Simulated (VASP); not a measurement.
# TiPt3 (P2/m) in VASP: further runs, part 2 of 2

VASP 6.6.1. The steps go on from the part before.

## (3) Single point, PBEsol (shear of c along a, cell held: +4.5 %)

File INCAR:

```
  PREC = Accurate
  ENCUT = 520
  EDIFF = 1E-6
  ISMEAR = 0
  SIGMA = 0.1
  LREAL = F
  LASPH = T
  NELM = 100
  ALGO = Fast
  ISIF = 2
  LWAVE = F
  LCHARG = T
  GGA = PS
  LELF = T
  LVHAR = T
  NBANDS = 29
```

File KPOINTS:

```
regular mesh
0
Gamma
  14 14 14
```

File POSCAR:

```
TiPt3
1.0
    3.8993537252      0.0000000000      0.0000000000
    0.0000000000      3.8993537252      0.0000000000
    0.1754709176      0.0000000000      3.8993537252
Ti Pt
1 3
Direct
    0.0000000000      0.0000000000      0.0000000000
    0.0000000000      0.5000000000      0.5000000000
    0.5000000000      0.0000000000      0.5000000000
    0.5000000000      0.5000000000      0.0000000000
```

Potentials or basis: VASP PAW PBE potentials, release 64 (Ti_sv, Pt).

Launch:

```
$ cat potpaw_PBE.64/Ti_sv/POTCAR potpaw_PBE.64/Pt/POTCAR > POTCAR
$ mpirun -np 1 vasp_std > vasp.out
```

OUTCAR:

```text
PREC = Accurate
   ENCUT = 520
   EDIFF = 1E-6
   ISMEAR = 0
   LREAL = F
   LASPH = T
   NELM = 100
   ISIF = 2
   GGA = PS

 ion  position               nearest neighbor table
   1  0.000  0.000  0.000-   3 2.70   3 2.70   4 2.76   4 2.76   4 2.76   4 2.76   2 2.76   2 2.76
                             2 2.76   2 2.76   3 2.82   3 2.82
   2  0.000  0.500  0.500-   4 2.70   4 2.70   3 2.76   3 2.76   3 2.76   3 2.76   1 2.76   1 2.76
                             1 2.76   1 2.76   4 2.82   4 2.82
   3  0.500  0.000  0.500-   1 2.70   1 2.70   2 2.76   2 2.76   2 2.76   2 2.76   4 2.76   4 2.76
                             4 2.76   4 2.76   1 2.82   1 2.82
   4  0.500  0.500  0.000-   2 2.70   2 2.70   1 2.76   1 2.76   1 2.76   1 2.76   3 2.76   3 2.76
                             3 2.76   3 2.76   2 2.82   2 2.82

  LATTYP: Found a simple monoclinic cell.
 ALAT       =     3.8993537252
 B/A-ratio  =     1.0000000000
 C/A-ratio  =     1.0010119879
 COS(beta)  =    -0.0449545066

  Lattice vectors:

 A1 = (   3.8993537252,   0.0000000000,   0.0000000000)
 A2 = (   0.0000000000,  -3.8993537252,   0.0000000000)
 A3 = (  -0.1754709176,   0.0000000000,  -3.8993537252)

Analysis of symmetry for initial positions (statically):
=====================================================================
 Subroutine PRICEL returns:
 Original cell was already a primitive cell.

 Routine SETGRP: Setting up the symmetry group for a
 simple monoclinic supercell.

 Subroutine GETGRP returns: Found  4 space group operations
 (whereof  4 operations were pure point group operations)
 out of a pool of  4 trial point group operations.

The static configuration has the point symmetry C_2h.

Analysis of symmetry for dynamics (positions and initial velocities):
=====================================================================
 Subroutine PRICEL returns:
 Original cell was already a primitive cell.

 Routine SETGRP: Setting up the symmetry group for a
 simple monoclinic supercell.

 Subroutine GETGRP returns: Found  4 space group operations
 (whereof  4 operations were pure point group operations)
 out of a pool of  4 trial point group operations.

The dynamic configuration has the point symmetry C_2h.

 Subroutine INISYM returns: Found  4 space group operations
 (whereof  4 operations are pure point group operations),
 and found     1 'primitive' translations

----------------------------------------------------------------------------------------

                                     Primitive cell

  volume of cell :      59.2895

  direct lattice vectors                    reciprocal lattice vectors
     3.899353725  0.000000000  0.000000000     0.256452754  0.000000000 -0.011540374
     0.000000000  3.899353725  0.000000000     0.000000000  0.256452754  0.000000000
     0.175470918  0.000000000  3.899353725     0.000000000  0.000000000  0.256452754

  length of vectors
     3.899353725  3.899353725  3.903299824     0.256712281  0.256452754  0.256452754

  position of ions in fractional coordinates (direct lattice)
     0.000000000  0.000000000  0.000000000
     0.000000000  0.500000000  0.500000000
     0.500000000  0.000000000  0.500000000
     0.500000000  0.500000000  0.000000000

[... 31 lines left out ...]
 Found    800 irreducible k-points:

 Following reciprocal coordinates:
            Coordinates               Weight
  0.000000  0.000000  0.000000      1.000000
  0.071429  0.000000 -0.000000      2.000000
  0.142857  0.000000  0.000000      2.000000
  0.214286  0.000000  0.000000      2.000000
  0.285714  0.000000  0.000000      2.000000
  0.357143  0.000000 -0.000000      2.000000
[... 16 lines left out ...]
  0.428571  0.142857  0.000000      4.000000
  0.500000  0.142857  0.000000      2.000000
 [... further k-points ...]
   k-points           NKPTS =    800   k-points in BZ     NKDIM =    800   number of bands    NBANDS=     29
   number of dos      NEDOS =    301   number of ions     NIONS =      4
   total plane-waves  NPLWV =  27000
   dimension x,y,z NGX =    30 NGY =   30 NGZ =   30
   dimension x,y,z NGXF=    60 NGYF=   60 NGZF=   60
   ions per type =               1   3
   NGX,Y,Z   is equivalent  to a cutoff of  12.79, 12.79, 12.78 a.u.
   NGXF,Y,Z  is equivalent  to a cutoff of  25.58, 25.58, 25.55 a.u.
 SYSTEM =  unknown system
   PREC   = accura    normal or accurate (medium, high low for compatibility)
   ISTART =      0    job   : 0-new  1-cont  2-samecut
   ICHARG =      2    charge: 1-file 2-atom 10-const
   ISPIN  =      1    spin polarized calculation?
   LNONCOLLINEAR =      F non collinear calculations
   LSORBIT =      F    spin-orbit coupling
   LASPH  =      T    aspherical Exc in radial PAW
   ENCUT  =  520.0 eV  38.22 Ry    6.18 a.u.   7.25  7.25  7.26*2*pi/ulx,y,z
   NELM   =    100;   NELMIN=  2; NELMDL= -5     # of ELM steps
   EDIFF  = 0.1E-05   stopping-criterion for ELM
   LREAL  =      F    real-space projection
   EDIFFG = 0.1E-04   stopping-criterion for IOM
   NSW    =      0    number of steps for IOM
   IBRION =     -1    ionic relax: 0-MD 1-quasi-New 2-CG
   NFREE  =      0    steps in history (QN), initial steepest desc. (CG)
   ISIF   =      2    stress and relaxation
   ISYM   =      2    0-nonsym 1-usesym 2-fastsym
   POTIM  = 0.5000    time-step for ionic-motion
   TEBEG  =    0.0;   TEEND  =   0.0 temperature during run
   PSTRESS=    0.0 pullay stress
   NELECT =      42.0000    total number of electrons
   NUPDOWN=      -1.0000    fix difference up-down
   EMIN   =  10.00;   EMAX   =-10.00  energy-range for DOS
   EFERMI =   0.00;   METHOD = LEGACY
   ISMEAR =     0;   SIGMA  =   0.10  broadening in eV -4-tet -1-fermi 0-gaus
   EFERMI_NEDOS =   21; number of points for ismear=-14 and -15
   IALGO  =     68    algorithm
   IMIX   =      4    mixing-type and parameters
     AMIX     =   0.40;   BMIX     =  1.00
     AMIX_MAG =   1.60;   BMIX_MAG =  1.00
  volume/ion in A,a.u.               =      14.82       100.03
  Fermi-wavevector in a.u.,A,eV,Ry     =   1.459370  2.757809 28.977139  2.129760
  Thomas-Fermi vector in A             =   2.575945
   LORBIT       =      0    0 simple, 1 ext, 2 COOP (PROOUT), +10 PAW based schemes
   GGA     = PS    functional components
   LHFCALC =     F    Hartree Fock is set to
   AEXX    =    0.0000 exact exchange contribution
   IVDW    =     0    specifies the selected vdW correction
   LEPSILON=     F    determine dielectric tensor
   LRPA    =     F    only Hartree local field effects (RPA)
 non-spin polarized calculation
 RMM-DIIS sequential band-by-band and
 Gauss-broadening in eV      SIGMA  =   0.10
  energy-cutoff  :      520.00
  volume of cell :       59.29
 maximum number of plane-waves:      1612
 NGX is ok and might be reduce to    30
   NGX = 15   NGY = 15   NGZ = 15

 number of electron      41.9999997 magnetization

 Free energy of the ion-electron system (eV)
  ---------------------------------------------------
  ext. energy  EPLUGINS =         0.00000000
  ---------------------------------------------------
  free energy    TOTEN  =       -32.70302258 eV

  energy without entropy =      -32.69683576  energy(sigma->0) =      -32.69992917

 E-fermi :  11.6661     XC(G=0): -13.4111

 val. band max:       11.6530470230   @ k =   0.1429   0.4286   0.1429
 cond. band min:      11.6714016451   @ k =   0.0000   0.3571   0.0000
 fundamental gap:      0.0183546221
 Fermi energy:        11.6661190416

 k-point     1 :       0.0000    0.0000    0.0000
  band No.  band energies     occupation
      1     -46.2800      2.00000
      2     -22.6071      2.00000
      3     -22.5998      2.00000
      4     -22.5937      2.00000
      5       1.4026      2.00000
      6       4.2380      2.00000
[... 757 lines left out ...]
     28      18.0595      0.00000
     29      19.9387      0.00000

 [... further k-points ...]

------------------------ aborting loop because EDIFF is reached ----------------------------------------

  FORCE on cell =-STRESS in cart. coord.  units (eV):
  Direction    XX          YY          ZZ          XY          YZ          ZX
  --------------------------------------------------------------------------------------
  -------------------------------------------------------------------------------------
  Total        0.1798404     -0.1970393      0.3469948      0.0000000      0.0000000     -2.5973425
  in kB        4.8598166     -5.3245820      9.3768224      0.0000000      0.0000000    -70.1878438
  external PRESSURE =       2.9706857 kB  Pullay stress =       0.0000000 kB

 VOLUME and BASIS-vectors are now :
 -----------------------------------------------------------------------------
  energy-cutoff  :      520.00
  volume of cell :       59.29
      direct lattice vectors                 reciprocal lattice vectors
     3.899353725  0.000000000  0.000000000     0.256452754  0.000000000 -0.011540374
     0.000000000  3.899353725  0.000000000     0.000000000  0.256452754  0.000000000
     0.175470918  0.000000000  3.899353725     0.000000000  0.000000000  0.256452754

 POSITION                                       TOTAL-FORCE (eV/Angst)
 -----------------------------------------------------------------------------------
      0.00000      0.00000      0.00000        -0.000000      0.000000      0.000000
      0.08774      1.94968      1.94968         0.000000      0.000000      0.000000
      2.03741      0.00000      1.94968         0.000000      0.000000      0.000000
      1.94968      1.94968      0.00000        -0.000000      0.000000      0.000000
 -----------------------------------------------------------------------------------
    total drift:                                0.000000      0.000000     -0.000000

  FREE ENERGIE OF THE ION-ELECTRON SYSTEM (eV)
  ---------------------------------------------------
  free  energy   TOTEN  =       -32.7030225849 eV

  energy  without entropy=      -32.6968357646  energy(sigma->0) =      -32.69992917
```

stdout:

```text
POSCAR found type information on POSCAR TiPt
 POSCAR found :  2 types and       4 ions
 scaLAPACK will be used
 -----------------------------------------------------------------------------
|                                                                             |
|                                                                             |
[... 67 lines left out ...]
WARNING in EDDRMM: call to ZHEGV failed, returncode =   6  3     21
WARNING in EDDRMM: call to ZHEGV failed, returncode =   8  4      5
WARNING in EDDRMM: call to ZHEGV failed, returncode =   6  3      6
WARNING in EDDRMM: call to ZHEGV failed, returncode =   6  3      9
WARNING in EDDRMM: call to ZHEGV failed, returncode =   6  3      9
WARNING in EDDRMM: call to ZHEGV failed, returncode =   8  4     28
WARNING in EDDRMM: call to ZHEGV failed, returncode =   6  3     15
WARNING in EDDRMM: call to ZHEGV failed, returncode =   6  3     26
```

Wall time 23 min (1 thread of Intel Xeon 6975P-C (Granite Rapids), shared host); peak memory 1.1 GiB.

Results:

```
Free energy            : -32.7030 eV
Pressure               : 0.3 GPa
Band gap on the k mesh : zero (bands 21 and 22 overlap by 1.83 eV)
```

Stress tensor (GPa, compression positive):
```
 0.49  0.00 -7.02
 0.00 -0.53  0.00
-7.02  0.00  0.94
```

Levels at points of the mesh, in eV from the Fermi level:
| k point | band 17 | band 18 | band 19 | band 20 | band 21 | band 22 | band 23 | band 24 | band 25 | band 26 |
| --- | --- | --- | --- | --- | --- | --- | --- | --- | --- | --- |
| (0.00, 0.00, 0.00) | -0.56 | 0.04 | 0.06 | 0.08 | 1.38 | 1.42 | 1.53 | 1.55 | 1.58 | 2.03 |
| (0.50, 0.00, 0.00) | -2.68 | -2.67 | -2.62 | -1.37 | -0.21 | -0.21 | 0.04 | 0.46 | 0.76 | 2.01 |
| (0.00, 0.50, 0.00) | -2.87 | -2.60 | -2.46 | -1.34 | -0.35 | -0.05 | 0.04 | 0.46 | 0.78 | 2.00 |
| (0.50, 0.50, 0.00) | -3.12 | -3.11 | -2.47 | -2.30 | -2.27 | 0.21 | 0.21 | 0.37 | 1.49 | 1.50 |
| (0.00, 0.00, 0.50) | -2.67 | -2.67 | -2.62 | -1.36 | -0.21 | -0.20 | 0.05 | 0.45 | 0.77 | 2.02 |
| (0.50, 0.00, 0.50) | -3.23 | -2.81 | -2.47 | -2.40 | -2.12 | 0.12 | 0.34 | 0.39 | 1.03 | 1.98 |
| (0.00, 0.50, 0.50) | -3.12 | -3.11 | -2.47 | -2.30 | -2.27 | 0.21 | 0.21 | 0.36 | 1.48 | 1.48 |
| (0.50, 0.50, 0.50) | -1.12 | -0.94 | -0.64 | -0.62 | -0.50 | -0.45 | -0.27 | 1.06 | 1.18 | 1.38 |

Caveat: the cell differs from its parent crystal (shear of c along a, cell held: +4.5 %); the PAW data sets were made with another functional, which shifts forces and pressure a little; spin-orbit coupling is left out, which moves the levels of the heavy elements.
